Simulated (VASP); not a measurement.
A run of VASP 6.6.1 is set up as follows.

INCAR

```
  ALGO = Normal
  EDIFF = 1E-7
  ENCUT = 520
  GGA = PS
  ISIF = 2
  ISMEAR = -1
  ISPIN = 2
  LASPH = T
  LCHARG = F
  LMAXMIX = 4
  LORBIT = 11
  LREAL = F
  LUSENCCL = F
  LWAVE = F
  MAGMOM = 1 1
  NBANDS = 21
  NELM = 150
  PREC = Accurate
  SIGMA = 0.05
```

KPOINTS

```
k-points
0
Gamma
  12 12 7
```

POSCAR

```
Ni
1.0
    2.4480228978      0.0000000000      0.0000000000
   -1.2240114489      2.1200500186      0.0000000000
    0.0000000000      0.0000000000      4.0728075700
Ni
2
Direct
    0.6727700000      0.3354790000      0.7554090000
    0.3421770000      0.6583580000      0.2444720000
```

Potentials or basis: VASP PAW PBE potentials, release 64 (Ni).

Launch:

```sh
$ cat potpaw_PBE.64/Ni/POTCAR > POTCAR
$ mpirun -np 1 vasp_std > vasp.out
```

**Question.** Predict the pressure.

**Answer.** -2.8 GPa.

**Question.** Estimate the site moments.

**Answer.** Ni +0.64 μB.

Stress tensor (GPa, compression positive):
```
-1.24 -0.29 -0.10
-0.29 -1.89  0.11
-0.10  0.11 -5.18
```

Caveat: the cell differs from its parent crystal (atoms moved at random); the PAW data sets were made with another functional, which shifts forces and pressure a little.
